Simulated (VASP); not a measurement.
Set up this calculation in VASP 6.6.1, as the native input.

```
Task                   : single point
Functional             : BLYP
Potentials or basis    : VASP PAW PBE potentials, release 64 (Cl)
Cutoff                 : 520 eV
k mesh                 : 5 × 5 × 2
Occupations            : fermi-dirac, width 0.05 eV
Spin                   : no spin polarisation
Dipole correction      : no
Further INCAR settings : ALGO = Normal; EDIFF = 1e-06; NBANDS = 22
```

The structure of Cl lies in POSCAR:

```
Cl
1.0
    5.6437384335     -2.3073415015      0.0000000000
    5.6437384335      2.3073415015      0.0000000000
    0.0000000000      0.0000000000      8.6004807924
Cl
4
Direct
    0.8940718132      0.1059281868      0.1050480618
    0.6059281868      0.3940718132      0.6050480618
    0.1059281868      0.8940718132      0.8949519382
    0.3940718132      0.6059281868      0.3949519382
```

These files were run (other wordings do the same):

INCAR

```
PREC = Accurate
ENCUT = 520
EDIFF = 1E-6
ISMEAR = -1
SIGMA = 0.05
LREAL = False
LASPH = True
NELM = 60
ALGO = Normal
ISIF = 2
LWAVE = False
LCHARG = True
GGA = B5
ALDAX = 1.0
AGGAX = 1.0
AGGAC = 1.0
ALDAC = 0.0
LELF = True
LVHAR = True
NBANDS = 22
```

KPOINTS

```
Automatic mesh
0
Gamma
  5 5 2
```

Potentials or basis: VASP PAW PBE potentials, release 64 (Cl).

Command:

```console
$ cat potpaw_PBE.64/Cl/POTCAR > POTCAR
$ mpirun -np 1 vasp_std > vasp.out
```

It gave:

```
Pressure               : -0.2 GPa
Largest force          : 0.164 eV/Å
Band gap on the k mesh : 2.26 eV
```

Caveat: this functional lacks dispersion, which holds the molecules together, so the pressure and a relaxed volume are unreliable; the PAW data sets were made with another functional, which shifts forces and pressure a little; an odd mesh through Γ misses points on the zone boundary, where band edges can lie.

Run time: 98 s on 1 thread of AMD EPYC 7R13 Processor (Zen 3), with other jobs on the host, peak memory 0.34 GiB.
